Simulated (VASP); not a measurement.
# GaF (Pm-3m) in VASP: settings compared, part 3 of 3

VASP 6.6.1. Earlier steps stand in the parts before.

### 5 Single point, r2SCAN

This run uses another cell than the first one, of 15.87 Å³/atom, 0.943 times its volume.

The input, POSCAR:

```
GaF
1.0
    3.1659200000      0.0000000000      0.0000000000
    0.0000000000      3.1659200000      0.0000000000
    0.0000000000      0.0000000000      3.1659200000
Ga F
1 1
Direct
    0.0000000000      0.0000000000      0.0000000000
    0.5000000000      0.5000000000      0.5000000000
```

The input, INCAR.step1:

```
SYSTEM = GaF
  PREC = Accurate
  ENCUT = 520
  ISMEAR = -1
  SIGMA = 0.05
  LREAL = .FALSE.
  LASPH = .TRUE.
  NELM = 80
  NBANDS = 17
  GGA = PE
  ALGO = Normal
  EDIFF = 1E-4
  LWAVE = .TRUE.
  LCHARG = .FALSE.
```

The input, INCAR.step2:

```
SYSTEM = GaF
  PREC = Accurate
  ENCUT = 520
  EDIFF = 1E-6
  ISMEAR = -1
  SIGMA = 0.05
  LREAL = .FALSE.
  LASPH = .TRUE.
  NELM = 80
  ALGO = Normal
  ISIF = 2
  LWAVE = .FALSE.
  LCHARG = .FALSE.
  METAGGA = R2SCAN
  LMIXTAU = .TRUE.
  NBANDS = 17
  ISTART = 1
```

The input, KPOINTS:

```
regular mesh
0
G
  8 8 8
  0 0 0
```

Potentials or basis: VASP PAW PBE potentials, release 64 (Ga_d, F).

On the command line:

```console
cat potpaw_PBE.64/Ga_d/POTCAR potpaw_PBE.64/F/POTCAR > POTCAR
cp INCAR.step1 INCAR
mpirun -np 1 vasp_std > vasp.out
cp INCAR.step2 INCAR
mpirun -np 1 vasp_std > vasp.out
```

OUTCAR:

```text
SYSTEM = GaF
   PREC = Accurate
   ENCUT = 520
   EDIFF = 1E-6
   ISMEAR = -1
   LREAL = .FALSE.
   LASPH = .TRUE.
   NELM = 80
   ISIF = 2
   METAGGA = R2SCAN
   ISTART = 1

 ion  position               nearest neighbor table
   1  0.000  0.000  0.000-
   2  0.500  0.500  0.500-

  LATTYP: Found a simple cubic cell.
 ALAT       =     3.1659200000

  Lattice vectors:

 A1 = (   3.1659200000,   0.0000000000,   0.0000000000)
 A2 = (   0.0000000000,   3.1659200000,   0.0000000000)
 A3 = (   0.0000000000,   0.0000000000,   3.1659200000)

Analysis of symmetry for initial positions (statically):
=====================================================================
 Subroutine PRICEL returns:
 Original cell was already a primitive cell.

 Routine SETGRP: Setting up the symmetry group for a
 simple cubic supercell.

 Subroutine GETGRP returns: Found 48 space group operations
 (whereof 48 operations were pure point group operations)
 out of a pool of 48 trial point group operations.

The static configuration has the point symmetry O_h .

Analysis of symmetry for dynamics (positions and initial velocities):
=====================================================================
 Subroutine PRICEL returns:
 Original cell was already a primitive cell.

 Routine SETGRP: Setting up the symmetry group for a
 simple cubic supercell.

 Subroutine GETGRP returns: Found 48 space group operations
 (whereof 48 operations were pure point group operations)
 out of a pool of 48 trial point group operations.

The dynamic configuration has the point symmetry O_h .

 Subroutine INISYM returns: Found 48 space group operations
 (whereof 48 operations are pure point group operations),
 and found     1 'primitive' translations

----------------------------------------------------------------------------------------

                                     Primitive cell

  volume of cell :      31.7322

  direct lattice vectors                    reciprocal lattice vectors
     3.165920000  0.000000000  0.000000000     0.315863951  0.000000000  0.000000000
     0.000000000  3.165920000  0.000000000     0.000000000  0.315863951  0.000000000
     0.000000000  0.000000000  3.165920000     0.000000000  0.000000000  0.315863951

  length of vectors
     3.165920000  3.165920000  3.165920000     0.315863951  0.315863951  0.315863951

  position of ions in fractional coordinates (direct lattice)
     0.000000000  0.000000000  0.000000000
     0.500000000  0.500000000  0.500000000

  ion indices of the primitive-cell ions
   primitive index   ion index
                 1           1
                 2           2

----------------------------------------------------------------------------------------

 KPOINTS: regular mesh

Automatic generation of k-mesh.
 Grid dimensions read from file:
 generate k-points for:    8    8    8

 Generating k-lattice:

  Cartesian coordinates                     Fractional coordinates (reciprocal lattice)
     0.039482994  0.000000000  0.000000000     0.125000000  0.000000000  0.000000000
     0.000000000  0.039482994  0.000000000     0.000000000  0.125000000  0.000000000
     0.000000000  0.000000000  0.039482994     0.000000000  0.000000000  0.125000000

  Length of vectors
     0.039482994  0.039482994  0.039482994

  Shift w.r.t. Gamma in fractional coordinates (k-lattice)
     0.000000000  0.000000000  0.000000000

 Subroutine IBZKPT returns following result:
 ===========================================

 Found     35 irreducible k-points:

 Following reciprocal coordinates:
            Coordinates               Weight
  0.000000  0.000000  0.000000      1.000000
  0.125000  0.000000  0.000000      6.000000
  0.250000  0.000000  0.000000      6.000000
  0.375000  0.000000  0.000000      6.000000
  0.500000  0.000000  0.000000      3.000000
  0.125000  0.125000  0.000000     12.000000
[... 16 lines left out ...]
  0.375000  0.375000  0.125000     24.000000
  0.500000  0.375000  0.125000     24.000000
 [... further k-points ...]
   k-points           NKPTS =     35   k-points in BZ     NKDIM =     35   number of bands    NBANDS=     17
   number of dos      NEDOS =    301   number of ions     NIONS =      2
   total plane-waves  NPLWV =  13824
   dimension x,y,z NGX =    24 NGY =   24 NGZ =   24
   dimension x,y,z NGXF=    48 NGYF=   48 NGZF=   48
   ions per type =               1   1
   NGX,Y,Z   is equivalent  to a cutoff of  12.60, 12.60, 12.60 a.u.
   NGXF,Y,Z  is equivalent  to a cutoff of  25.21, 25.21, 25.21 a.u.
 SYSTEM =  GaF
   PREC   = accura    normal or accurate (medium, high low for compatibility)
   ISTART =      1    job   : 0-new  1-cont  2-samecut
   ICHARG =      0    charge: 1-file 2-atom 10-const
   ISPIN  =      1    spin polarized calculation?
   LNONCOLLINEAR =      F non collinear calculations
   LSORBIT =      F    spin-orbit coupling
   LASPH  =      T    aspherical Exc in radial PAW
   ENCUT  =  520.0 eV  38.22 Ry    6.18 a.u.   5.89  5.89  5.89*2*pi/ulx,y,z
   NELM   =     80;   NELMIN=  2; NELMDL=  0     # of ELM steps
   EDIFF  = 0.1E-05   stopping-criterion for ELM
   LREAL  =      F    real-space projection
   EDIFFG = 0.1E-04   stopping-criterion for IOM
   NSW    =      0    number of steps for IOM
   IBRION =     -1    ionic relax: 0-MD 1-quasi-New 2-CG
   NFREE  =      0    steps in history (QN), initial steepest desc. (CG)
   ISIF   =      2    stress and relaxation
   ISYM   =      2    0-nonsym 1-usesym 2-fastsym
   POTIM  = 0.5000    time-step for ionic-motion
   TEBEG  =    0.0;   TEEND  =   0.0 temperature during run
   PSTRESS=    0.0 pullay stress
   NELECT =      20.0000    total number of electrons
   NUPDOWN=      -1.0000    fix difference up-down
   EMIN   =  10.00;   EMAX   =-10.00  energy-range for DOS
   EFERMI =   0.00;   METHOD = LEGACY
   ISMEAR =    -1;   SIGMA  =   0.05  broadening in eV -4-tet -1-fermi 0-gaus
   EFERMI_NEDOS =   21; number of points for ismear=-14 and -15
   IALGO  =     38    algorithm
   IMIX   =      4    mixing-type and parameters
     AMIX     =   0.40;   BMIX     =  1.00
     AMIX_MAG =   1.60;   BMIX_MAG =  1.00
  volume/ion in A,a.u.               =      15.87       107.07
  Fermi-wavevector in a.u.,A,eV,Ry     =   1.403627  2.652469 26.805754  1.970167
  Thomas-Fermi vector in A             =   2.526269
   LORBIT       =      0    0 simple, 1 ext, 2 COOP (PROOUT), +10 PAW based schemes
   METAGGA = R2SCAN    functional components
   LHFCALC =     F    Hartree Fock is set to
   AEXX    =    0.0000 exact exchange contribution
   IVDW    =     0    specifies the selected vdW correction
   LEPSILON=     F    determine dielectric tensor
   LRPA    =     F    only Hartree local field effects (RPA)
 non-spin polarized calculation
  energy-cutoff  :      520.00
  volume of cell :       31.73
 maximum number of plane-waves:       876
 NGX is ok and might be reduce to    24
   NGX = 11   NGY = 11   NGZ = 11

 number of electron      19.9999980 magnetization

 Free energy of the ion-electron system (eV)
  ---------------------------------------------------
  ext. energy  EPLUGINS =         0.00000000
  ---------------------------------------------------
  free energy    TOTEN  =       -17.20265558 eV

  energy without entropy =      -17.20263453  energy(sigma->0) =      -17.20264506

 E-fermi :   2.6509     XC(G=0): -10.7019

 val. band max:        2.4131542194   @ k =   0.5000   0.5000   0.5000
 cond. band min:       2.9438538731   @ k =   0.5000   0.0000   0.0000
 fundamental gap:      0.5306996536
 Fermi energy:         2.6508845504

 k-point     1 :       0.0000    0.0000    0.0000
  band No.  band energies     occupation
      1     -21.2661      2.00000
      2     -12.4619      2.00000
      3     -12.4619      2.00000
      4     -12.2940      2.00000
      5     -12.2940      2.00000
      6     -12.2940      2.00000
[... 9 lines left out ...]
     16      20.0748      0.00000
     17      26.0858      0.00000

 k-point     2 :       0.1250    0.0000    0.0000
  band No.  band energies     occupation
      1     -21.2463      2.00000
      2     -12.4605      2.00000
      3     -12.4441      2.00000
      4     -12.3010      2.00000
      5     -12.3010      2.00000
      6     -12.2935      2.00000
[... 9 lines left out ...]
     16      20.8860      0.00000
     17      24.0059      0.00000
[... 421 lines left out ...]
 k-point    24 :       0.5000    0.3750    0.1250
  band No.  band energies     occupation
      1     -21.0311      2.00000
      2     -12.3790      2.00000
      3     -12.3649      2.00000
      4     -12.3400      2.00000
      5     -12.3346      2.00000
      6     -12.2694      2.00000
[... 9 lines left out ...]
     16      18.7043      0.00000
     17      20.8694      0.00000

 [... further k-points ...]
[... 5 lines left out ...]
  --------------------------------------------------------------------------------------
  -------------------------------------------------------------------------------------
  Total       -0.4010688     -0.4010688     -0.4010688      0.0000000      0.0000000      0.0000000
  in kB      -20.2502140    -20.2502140    -20.2502140      0.0000000      0.0000000      0.0000000
  external PRESSURE =     -20.2502140 kB  Pullay stress =       0.0000000 kB

 VOLUME and BASIS-vectors are now :
 -----------------------------------------------------------------------------
  energy-cutoff  :      520.00
  volume of cell :       31.73
      direct lattice vectors                 reciprocal lattice vectors
     3.165920000  0.000000000  0.000000000     0.315863951  0.000000000  0.000000000
     0.000000000  3.165920000  0.000000000     0.000000000  0.315863951  0.000000000
     0.000000000  0.000000000  3.165920000     0.000000000  0.000000000  0.315863951

 POSITION                                       TOTAL-FORCE (eV/Angst)
 -----------------------------------------------------------------------------------
      0.00000      0.00000      0.00000         0.000000      0.000000      0.000000
      1.58296      1.58296      1.58296         0.000000      0.000000      0.000000
 -----------------------------------------------------------------------------------
    total drift:                                0.000000      0.000000     -0.000000

  FREE ENERGIE OF THE ION-ELECTRON SYSTEM (eV)
  ---------------------------------------------------
  free  energy   TOTEN  =       -17.2026555833 eV

  energy  without entropy=      -17.2026345312  energy(sigma->0) =      -17.20264506
```

Run time: 19 s. Hardware: 1 thread of Intel Xeon 6975P-C (Granite Rapids), shared host; peak memory 0.15 GiB.

What came out:

```
Free energy            : -17.2027 eV
Pressure               : -2.0 GPa
Band gap on the k mesh : 0.53 eV, indirect (least direct gap 1.46 eV)
```

Caveat: the PAW data sets were made with another functional, which shifts forces and pressure a little. A k mesh can miss the band edges.

### 6 Overview

```tsv
level	cell	smearing	gap on the mesh (eV)	pressure (GPa)
PBE	a = 3.228 Å, 2 atoms	fermi-dirac 0.05 eV	0.75	-2.4
BLYP	a = 3.166 Å, 2 atoms	fermi-dirac 0.05 eV	0.73	3.1
PBE	a = 3.166 Å, 2 atoms	gaussian 0.011 eV	0.34	-0.1
r2SCAN	a = 3.166 Å, 2 atoms	fermi-dirac 0.05 eV	0.53	-2.0
```

Alike in all rows: task single point; potentials or basis VASP PAW PBE potentials, release 64 (Ga_d, F); no spin polarisation; k mesh 8 × 8 × 8; cutoff (eV) 520.

Caveats: the PAW data sets were made with another functional, which shifts forces and pressure a little (some runs).

Total energies depend on the potentials used, so only differences within one code and one set of settings carry meaning.
